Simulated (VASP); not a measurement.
Runs of VASP 6.6.1 on WSe2. The structure is that of space group P-6m2 (No. 187), or close to it. The cells are those of the table. 

```csv
cell,gap on the mesh (eV),largest force (eV/Å)
"a = 3.270, b = 3.319, c = 16.661 Å, angles 90.0, 90.0, 119.5°, 3 atoms",1.58,0.17
"a = 3.270, b = 3.295, c = 16.661 Å, angles 90.0, 90.0, 119.8°, 3 atoms",(a),0.07
"a = 3.270, b = 3.344, c = 16.661 Å, angles 90.0, 90.0, 119.3°, 3 atoms",1.53,0.28
"a = 3.270, b = 3.356, c = 16.661 Å, angles 90.0, 90.0, 119.2°, 3 atoms",1.50,0.33
```

Alike in all rows: task single point; level PBEsol; potentials or basis VASP PAW PBE potentials, release 64 (W_sv, Se); no spin polarisation; k mesh 12 × 12 × 2; cutoff (eV) 520; smearing gaussian 0.05 eV.

**Question.** Estimate the missing entries.

**Answer.** (a) 1.64.

Caveats: there is no dipole correction, which matters where the two faces differ; the PAW data sets were made with another functional, which shifts forces and pressure a little; spin-orbit coupling is left out, which moves the levels of the heavy elements.

A k mesh can miss the band edges, and the runs leave out spin-orbit coupling on Se, W.
